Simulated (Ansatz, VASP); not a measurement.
**Rh: VASP beside Ansatz**

Contents of INCAR:

```
SYSTEM = Rh
  ALGO = Fast
  EDIFF = 1E-7
  ENCUT = 520
  GGA = PE
  ISIF = 2
  ISMEAR = 0
  ISPIN = 2
  LASPH = .TRUE.
  LCHARG = .FALSE.
  LMAXMIX = 4
  LORBIT = 11
  LREAL = .FALSE.
  LWAVE = .FALSE.
  MAGMOM = 1 1 1
  NBANDS = 34
  NELM = 150
  PREC = Accurate
  SIGMA = 0.1
```

Contents of KPOINTS:

```
k-points
0
G
  6 6 6
  0 0 0
```

POSCAR

```
Rh
1.0
    3.6881927733      0.0000000000      0.0000000000
    0.0000000000      3.6881927733      0.0000000000
    0.0000000000      0.0000000000      3.6881927733
Rh
3
Direct
    0.0000000000      0.5000000000      0.5000000000
    0.5000000000      0.0000000000      0.5000000000
    0.5000000000      0.5000000000      0.0000000000
```

Input for Ansatz:

```yaml
crystal:
  lattice:
    - [3.6881927733, 0.0, 0.0]
    - [0.0, 3.6881927733, 0.0]
    - [0.0, 0.0, 3.6881927733]
  atoms:
    - { symbol: Rh, position: [0.0, 0.5, 0.5], spin: 1.0 }
    - { symbol: Rh, position: [0.5, 0.0, 0.5], spin: 1.0 }
    - { symbol: Rh, position: [0.5, 0.5, 0.0], spin: 1.0 }
basis:
  ecutwfc: 420
kpoints:
  mp_grid: { grid: [6, 6, 6] }
hamiltonian:
  xc: pbe
scf:
  occupations: { method: gaussian, width: 0.1 }
  lower_state_search: "off"
output:
  forces: true
  stress: true
  eigenvalues: true
  populations: true
magnetization:
  spin_polarized: true
```

Alike in both runs: task single point; functional PBE; k mesh 6 × 6 × 6; occupations gaussian, width 0.1 eV; collinear spin.

|  | VASP | Ansatz |
| --- | --- | --- |
| version | VASP 6.6.1 | Ansatz 0.2.0 |
| potentials or method | VASP PAW PBE potentials, release 64 (Rh_pv), cutoff 520 eV | scalar-relativistic, plane waves, PAW |
| valence electrons in the cell | 45 | 51 |

|  | VASP | Ansatz | Ansatz less VASP |
| --- | --- | --- | --- |
| gap on the k mesh at the Fermi level (eV) | none | none | - |
| pressure (GPa) | 0.4 | 0.4 | -0.03 |
| net moment per atom (μB) | 0.34 | 0.34 | -0.006 |
| size of the moment on the site where the two differ most (μB) | 0.34 | 0.33 | -0.016 |

Site moments also hang on the region over which each program counts them. A gap of «none» marks a metal or a gap that the smearing closes. VASP's potentials hold 45 valence electrons a cell and Ansatz's 51, so a difference there can come from the potentials and not from the codes.
